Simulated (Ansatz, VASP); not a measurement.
Ga2C3 in VASP and in Ansatz

```
Ga C
1.0
     1.54029    0.88929    7.14004
    -1.54029    0.88929    7.14004
     0.00000   -1.77858    7.14004
Ga C
2 3
Direct
  0.40000 0.40000 0.40000
  0.60000 0.60000 0.60000
  0.00000 0.00000 0.00000
  0.20950 0.20950 0.20950
  0.79050 0.79050 0.79050
```

Alike in both runs: task single point; functional PBE; k mesh 6 × 6 × 6; occupations gaussian, width 0.1 eV; no spin polarisation.

|  | VASP | Ansatz |
| --- | --- | --- |
| version | VASP 6.6.1 | Ansatz 0.2.0 |
| potentials or method | VASP PAW PBE potentials, release 64 (Ga_d, C), cutoff 520 eV | scalar-relativistic, plane waves, PAW |
| valence electrons in the cell | 38 | 38 |

VASP gave:

- gap on the k mesh at the Fermi level (eV): none
- pressure (GPa): -10.0
- traceless stress, the component that is largest in VASP (GPa): -15.29
- rms of the force components (eV/Å): 0.500

**Question.** Which values does Ansatz return?

**Answer.** gap on the k mesh at the Fermi level (eV): none; pressure (GPa): -10.4; traceless stress, the component that is largest in VASP (GPa): -15.33; rms of the force components (eV/Å): 0.493.

Atom by atom the forces differ by 0.007 eV/Å (rms over components). A gap of «none» marks a metal or a gap that the smearing closes.

The k mesh is coarse, so the values compare programs but aren't converged.
